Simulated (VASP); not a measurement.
# CdS (F-43m) in VASP: further runs

Runs on CdS. Level: r2SCAN. Tasks: single point, relaxation of cell and atoms.

Everything below comes from runs of VASP 6.6.1. Logs are shortened: lines on timing, memory, paths and dates and some standing lists are left out, and cuts for length are marked.

### Step 1. The cell of the first run

Symmetry: F-43m, No. 216, cubic system. Conventional cell: a = 5.994 Å, b = 5.994 Å, c = 5.994 Å, α = 90.00°, β = 90.00°, γ = 90.00°. Within 3.4 Å of Cd (site symmetry -43m) lie 4 S at 2.60 Å. Within 3.4 Å of S (site symmetry -43m) lie 4 Cd at 2.60 Å.

### Step 2. Single point, r2SCAN (26.92 Å³/atom)

POSCAR reads:

```
CdS
1.0
    0.0000000000      2.9969275285      2.9969275285
    2.9969275285      0.0000000000      2.9969275285
    2.9969275285      2.9969275285      0.0000000000
Cd S
1 1
Direct
    0.0000000000      0.0000000000      0.0000000000
    0.2500000000      0.2500000000      0.2500000000
```

INCAR.step1 reads:

```
PREC = Accurate ; ENCUT = 520
ISMEAR = 0 ; SIGMA = 0.02
LREAL = False ; LASPH = True
NELM = 80 ; NBANDS = 16
GGA = PE ; ALGO = Normal
EDIFF = 1E-4 ; LWAVE = True
LCHARG = False
```

INCAR.step2 reads:

```
PREC = Accurate ; ENCUT = 520
EDIFF = 1E-6 ; ISMEAR = 0
SIGMA = 0.02 ; LREAL = False
LASPH = True ; NELM = 80
ALGO = Normal ; ISIF = 2
LWAVE = False ; LCHARG = True
METAGGA = R2SCAN ; LMIXTAU = True
LELF = True ; LVHAR = True
NBANDS = 16 ; ISTART = 1
```

KPOINTS reads:

```
Automatic mesh
0
Gamma
  8 8 8
```

Potentials or basis: VASP PAW PBE potentials, release 64 (Cd, S).

Launch:

```sh
$ cat potpaw_PBE.64/Cd/POTCAR potpaw_PBE.64/S/POTCAR > POTCAR
$ cp INCAR.step1 INCAR
$ mpirun -np 1 vasp_std > vasp.out
$ cp INCAR.step2 INCAR
$ mpirun -np 1 vasp_std > vasp.out
```

OUTCAR:

```text
PREC = Accurate
   ENCUT = 520
   EDIFF = 1E-6
   ISMEAR = 0
   LREAL = False
   LASPH = True
   NELM = 80
   ISIF = 2
   METAGGA = R2SCAN
   ISTART = 1

 ion  position               nearest neighbor table
   1  0.000  0.000  0.000-   2 2.60   2 2.60   2 2.60   2 2.60
   2  0.250  0.250  0.250-   1 2.60   1 2.60   1 2.60   1 2.60

  LATTYP: Found a face centered cubic cell.
 ALAT       =     5.9938550570

  Lattice vectors:

 A1 = (   0.0000000000,   2.9969275285,   2.9969275285)
 A2 = (   2.9969275285,   0.0000000000,   2.9969275285)
 A3 = (   2.9969275285,   2.9969275285,   0.0000000000)

Analysis of symmetry for initial positions (statically):
=====================================================================
 Subroutine PRICEL returns:
 Original cell was already a primitive cell.

 Routine SETGRP: Setting up the symmetry group for a
 face centered cubic supercell.

 Subroutine GETGRP returns: Found 24 space group operations
 (whereof 24 operations were pure point group operations)
 out of a pool of 48 trial point group operations.

The static configuration has the point symmetry T_d .

Analysis of symmetry for dynamics (positions and initial velocities):
=====================================================================
 Subroutine PRICEL returns:
 Original cell was already a primitive cell.

 Routine SETGRP: Setting up the symmetry group for a
 face centered cubic supercell.

 Subroutine GETGRP returns: Found 24 space group operations
 (whereof 24 operations were pure point group operations)
 out of a pool of 48 trial point group operations.

The dynamic configuration has the point symmetry T_d .

 Subroutine INISYM returns: Found 24 space group operations
 (whereof 24 operations are pure point group operations),
 and found     1 'primitive' translations

----------------------------------------------------------------------------------------

                                     Primitive cell

  volume of cell :      53.8343

  direct lattice vectors                    reciprocal lattice vectors
     0.000000000  2.996927529  2.996927529    -0.166837535  0.166837535  0.166837535
     2.996927529  0.000000000  2.996927529     0.166837535 -0.166837535  0.166837535
     2.996927529  2.996927529  0.000000000     0.166837535  0.166837535 -0.166837535

[... 74 lines left out ...]
   PREC   = accura    normal or accurate (medium, high low for compatibility)
   ISTART =      1    job   : 0-new  1-cont  2-samecut
   ICHARG =      0    charge: 1-file 2-atom 10-const
   ISPIN  =      1    spin polarized calculation?
   LNONCOLLINEAR =      F non collinear calculations
   LSORBIT =      F    spin-orbit coupling
   LASPH  =      T    aspherical Exc in radial PAW
   ENCUT  =  520.0 eV  38.22 Ry    6.18 a.u.   7.88  7.88  7.88*2*pi/ulx,y,z
   NELM   =     80;   NELMIN=  2; NELMDL=  0     # of ELM steps
   EDIFF  = 0.1E-05   stopping-criterion for ELM
   LREAL  =      F    real-space projection
   EDIFFG = 0.1E-04   stopping-criterion for IOM
   NSW    =      0    number of steps for IOM
   IBRION =     -1    ionic relax: 0-MD 1-quasi-New 2-CG
   NFREE  =      0    steps in history (QN), initial steepest desc. (CG)
   ISIF   =      2    stress and relaxation
   ISYM   =      2    0-nonsym 1-usesym 2-fastsym
   POTIM  = 0.5000    time-step for ionic-motion
   TEBEG  =    0.0;   TEEND  =   0.0 temperature during run
   PSTRESS=    0.0 pullay stress
   NELECT =      18.0000    total number of electrons
   NUPDOWN=      -1.0000    fix difference up-down
   EMIN   =  10.00;   EMAX   =-10.00  energy-range for DOS
   EFERMI =   0.00;   METHOD = LEGACY
   ISMEAR =     0;   SIGMA  =   0.02  broadening in eV -4-tet -1-fermi 0-gaus
   EFERMI_NEDOS =   21; number of points for ismear=-14 and -15
   IALGO  =     38    algorithm
   IMIX   =      4    mixing-type and parameters
     AMIX     =   0.40;   BMIX     =  1.00
     AMIX_MAG =   1.60;   BMIX_MAG =  1.00
  volume/ion in A,a.u.               =      26.92       181.65
  Fermi-wavevector in a.u.,A,eV,Ry     =   1.136264  2.147228 17.566440  1.291097
  Thomas-Fermi vector in A             =   2.272970
   LORBIT       =      0    0 simple, 1 ext, 2 COOP (PROOUT), +10 PAW based schemes
   METAGGA = R2SCAN    functional components
   LHFCALC =     F    Hartree Fock is set to
   AEXX    =    0.0000 exact exchange contribution
   IVDW    =     0    specifies the selected vdW correction
   LEPSILON=     F    determine dielectric tensor
   LRPA    =     F    only Hartree local field effects (RPA)
 non-spin polarized calculation
 Gauss-broadening in eV      SIGMA  =   0.02
  energy-cutoff  :      520.00
  volume of cell :       53.83
 maximum number of plane-waves:      1472
   NGX = 15   NGY = 15   NGZ = 15

 number of electron      17.9999993 magnetization

 Free energy of the ion-electron system (eV)
  ---------------------------------------------------
  ext. energy  EPLUGINS =         0.00000000
  ---------------------------------------------------
  free energy    TOTEN  =       -29.66001745 eV

  energy without entropy =      -29.66001745  energy(sigma->0) =      -29.66001745

 E-fermi :   0.5149     XC(G=0):  -9.3358

 val. band max:        0.3847052658   @ k =   0.0000   0.0000   0.0000
 cond. band min:       1.7838618753   @ k =   0.0000   0.0000   0.0000
 fundamental gap:      1.3991566095
 Fermi energy:         0.5149469526

 k-point     1 :       0.0000    0.0000    0.0000
  band No.  band energies     occupation
      1     -12.0093      2.00000
      2      -7.3278      2.00000
      3      -7.3278      2.00000
      4      -7.3278      2.00000
      5      -6.9251      2.00000
      6      -6.9251      2.00000
[... 433 lines left out ...]
      3      -7.1574      2.00000
      4      -6.9428      2.00000
      5      -6.9030      2.00000
      6      -6.5144      2.00000
[... 8 lines left out ...]
     15      13.0201      0.00000
     16      13.9364      0.00000

 [... further k-points ...]
[... 5 lines left out ...]
  --------------------------------------------------------------------------------------
  -------------------------------------------------------------------------------------
  Total       -0.9678572     -0.9678572     -0.9678572     -0.0000000     -0.0000000      0.0000000
  in kB      -28.8046863    -28.8046863    -28.8046863     -0.0000000     -0.0000000      0.0000000
  external PRESSURE =     -28.8046863 kB  Pullay stress =       0.0000000 kB

 VOLUME and BASIS-vectors are now :
 -----------------------------------------------------------------------------
  energy-cutoff  :      520.00
  volume of cell :       53.83
      direct lattice vectors                 reciprocal lattice vectors
     0.000000000  2.996927529  2.996927529    -0.166837535  0.166837535  0.166837535
     2.996927529  0.000000000  2.996927529     0.166837535 -0.166837535  0.166837535
     2.996927529  2.996927529  0.000000000     0.166837535  0.166837535 -0.166837535

 POSITION                                       TOTAL-FORCE (eV/Angst)
 -----------------------------------------------------------------------------------
      0.00000      0.00000      0.00000         0.000000      0.000000      0.000000
      1.49846      1.49846      1.49846        -0.000000     -0.000000     -0.000000
 -----------------------------------------------------------------------------------
    total drift:                               -0.000000     -0.000000     -0.000000

  FREE ENERGIE OF THE ION-ELECTRON SYSTEM (eV)
  ---------------------------------------------------
  free  energy   TOTEN  =       -29.6600174524 eV

  energy  without entropy=      -29.6600174524  energy(sigma->0) =      -29.66001745
```

OUTCAR.step1:

```text
PREC = Accurate
   ENCUT = 520
   ISMEAR = 0
   LREAL = False
   LASPH = True
[... 677 lines left out ...]
      0.00000      0.00000      0.00000        -0.000000     -0.000000     -0.000000
      1.49846      1.49846      1.49846         0.000000      0.000000      0.000000
 -----------------------------------------------------------------------------------
    total drift:                               -0.000001     -0.000001     -0.000001

  FREE ENERGIE OF THE ION-ELECTRON SYSTEM (eV)
  ---------------------------------------------------
  free  energy   TOTEN  =        -6.1408007738 eV

  energy  without entropy=       -6.1408007738  energy(sigma->0) =       -6.14080077
```

Wall time 57 s (1 thread of AMD EPYC 9R45 (Zen 5), shared host); peak memory 0.16 GiB.

Results:

| Quantity | Value |
| --- | --- |
| Free energy | -29.6600 eV |
| Pressure | -2.9 GPa |
| Band gap on the k mesh | 1.40 eV |

Levels at points of the mesh, in eV from the valence-band top:
| k point | band 6 | band 7 | band 8 | band 9 | band 10 | band 11 | band 12 | band 13 |
| --- | --- | --- | --- | --- | --- | --- | --- | --- |
| (0.00, 0.00, 0.00) | -7.31 | 0.00 | 0.00 | 0.00 | 1.40 | 7.08 | 7.08 | 7.08 |
| (0.50, 0.00, 0.00) | -6.99 | -3.98 | -0.65 | -0.65 | 3.33 | 7.46 | 7.46 | 7.63 |
| (0.50, 0.50, 0.00) | -6.93 | -3.62 | -1.65 | -1.65 | 3.96 | 4.63 | 9.42 | 11.03 |

Caveat: the PAW data sets were made with another functional, which shifts forces and pressure a little. r2SCAN opens gaps a little over a GGA but as a rule still falls short of measured ones.

### Step 3. Single point, r2SCAN (27.93 Å³/atom)

This run uses another cell than the first one, of 27.93 Å³/atom.

POSCAR reads:

```
CdS
1.0
    0.0000000000      3.0341602489      3.0341602489
    3.0341602489      0.0000000000      3.0341602489
    3.0341602489      3.0341602489      0.0000000000
Cd S
1 1
Direct
    0.0000000000      0.0000000000      0.0000000000
    0.2500000000      0.2500000000      0.2500000000
```

INCAR.step1 reads:

```
PREC = Accurate
ENCUT = 520
ISMEAR = 0
SIGMA = 0.02
LREAL = False
LASPH = True
NELM = 100
NBANDS = 16
GGA = PE
ALGO = Normal
EDIFF = 1E-4
LWAVE = True
LCHARG = False
```

INCAR.step2 reads:

```
PREC = Accurate
ENCUT = 520
EDIFF = 1E-6
ISMEAR = 0
SIGMA = 0.02
LREAL = False
LASPH = True
NELM = 100
ALGO = Normal
ISIF = 2
LWAVE = False
LCHARG = True
METAGGA = R2SCAN
LMIXTAU = True
LELF = True
LVHAR = True
NBANDS = 16
ISTART = 1
```

KPOINTS is that of step 2.

Potentials or basis: VASP PAW PBE potentials, release 64 (Cd, S).

Launch:

```sh
$ cat potpaw_PBE.64/Cd/POTCAR potpaw_PBE.64/S/POTCAR > POTCAR
$ cp INCAR.step1 INCAR
$ mpirun -np 1 vasp_std > vasp.out
$ cp INCAR.step2 INCAR
$ mpirun -np 1 vasp_std > vasp.out
```

Run time: 57 s. Hardware: 1 thread of AMD EPYC 9R45 (Zen 5), shared host; peak memory 0.17 GiB.

Results (log left out):

```
Free energy            : -29.6133 eV
Pressure               : -4.5 GPa
Band gap on the k mesh : 1.31 eV
```

Levels at points of the mesh, in eV from the valence-band top:
```
           k point  band 6  band 7  band 8  band 9  band 10  band 11  band 12  band 13
(0.00, 0.00, 0.00)   -7.27    0.00    0.00    0.00     1.31     7.06     7.06     7.06
(0.50, 0.00, 0.00)   -6.98   -3.78   -0.61   -0.61     3.26     7.44     7.44     7.50
(0.50, 0.50, 0.00)   -6.92   -3.47   -1.54   -1.54     4.00     4.56     9.25    10.80
```

Caveat: the cell stands under tension; the PAW data sets were made with another functional, which shifts forces and pressure a little. r2SCAN opens gaps a little over a GGA but as a rule still falls short of measured ones.

### Step 4. Relaxation of cell and atoms, r2SCAN

This run uses another cell than the first one, of 24.81 Å³/atom.

POSCAR reads:

```
CdS
1.0
    0.0000000000      2.9165000000      2.9165000000
    2.9165000000      0.0000000000      2.9165000000
    2.9165000000      2.9165000000      0.0000000000
Cd S
1 1
Direct
    0.0000000000      0.0000000000      0.0000000000
    0.2500000000      0.2500000000      0.2500000000
```

INCAR.step1 reads:

```
SYSTEM = CdS
PREC = Accurate
ENCUT = 600
ISMEAR = 0
SIGMA = 0.02
LREAL = .FALSE.
LASPH = .TRUE.
NELM = 80
GGA = PE
ALGO = Normal
EDIFF = 1E-4
LWAVE = .TRUE.
LCHARG = .FALSE.
```

INCAR.step2 reads:

```
SYSTEM = CdS
PREC = Accurate
ENCUT = 600
EDIFF = 1E-7
ISMEAR = 0
SIGMA = 0.02
LREAL = .FALSE.
LASPH = .TRUE.
NELM = 80
ALGO = Normal
ISIF = 3
LWAVE = .FALSE.
LCHARG = .FALSE.
METAGGA = R2SCAN
LMIXTAU = .TRUE.
IBRION = 2
NSW = 100
EDIFFG = -0.005
ISTART = 1
```

KPOINTS reads:

```
regular mesh
0
G
  8 8 8
  0 0 0
```

Launch:

```sh
$ cat potpaw_PBE.64/Cd/POTCAR potpaw_PBE.64/S/POTCAR > POTCAR
$ cp INCAR.step1 INCAR
$ mpirun -np 1 vasp_std > vasp.out
$ cp INCAR.step2 INCAR
$ mpirun -np 1 vasp_std > vasp.out
```

It took 3.8 min on 1 thread of AMD EPYC 9R45 (Zen 5), shared host; peak memory 0.22 GiB.

It converged, with:

* Free energy: -29.6858 eV
* Relaxed volume: 25.49 Å³/atom
* Relaxed cell: a = 4.162 Å, b = 4.162 Å, c = 4.162 Å, α = 60.00°, β = 60.00°, γ = 60.00°
* Space group after relaxing (to 0.1 Å): F-43m (No. 216)
* Energy gained by relaxing: 3.7 meV/atom
* Ionic steps: 3
* Pressure after relaxing: 0.0 GPa
* Band gap on the k mesh: 1.53 eV

The path:
```tsv
step	energy change (eV)	largest force (eV/Å)	pressure (GPa)	volume (Å³)
1	0.0000	0.0000	1.76	49.62
2	-0.0060	0.0000	-0.70	51.60
3	-0.0073	0.0000	0.00	50.99
```

Final structure:
```yaml
crystal:
  lattice:
    - [0.00000, 2.94313, 2.94313]
    - [2.94313, 0.00000, 2.94313]
    - [2.94313, 2.94313, 0.00000]
  atoms:
    - { symbol: Cd, position: [0.00000, 0.00000, 0.00000] }
    - { symbol: S, position: [0.25000, 0.25000, 0.25000] }
```

Levels at points of the mesh, in eV from the valence-band top:
```tsv
k point	band 6	band 7	band 8	band 9	band 10	band 11	band 12	band 13
(0.00, 0.00, 0.00)	-7.40	0.00	0.00	0.00	1.53	7.08	7.08	7.08
(0.50, 0.00, 0.00)	-7.04	-4.30	-0.73	-0.73	3.43	7.48	7.48	7.81
(0.50, 0.50, 0.00)	-6.97	-3.86	-1.83	-1.83	3.88	4.72	9.67	11.38
```

Caveat: the PAW data sets were made with another functional, which shifts forces and pressure a little. Zero-point motion and thermal expansion aren't in these numbers.

### Step 5. Overview

```csv
task,cell,cutoff (eV),gap on the mesh (eV),pressure (GPa)
single point,"a = 4.238 Å, angles 60.0°, 2 atoms",520,1.40,-2.9
single point,"a = 4.291 Å, angles 60.0°, 2 atoms",520,1.31,-4.5
relaxation of cell and atoms,"relaxed from a = 4.125 Å, angles 60.0°, 2 atoms",600,1.53,0.0
```

Alike in all rows: level r2SCAN; potentials or basis VASP PAW PBE potentials, release 64 (Cd, S); no spin polarisation; k mesh 8 × 8 × 8; smearing gaussian 0.02 eV.

Caveats: the PAW data sets were made with another functional, which shifts forces and pressure a little; the cell stands under tension (at least some runs).

Total energies depend on the potentials used, so only differences within one code and one set of settings carry meaning.
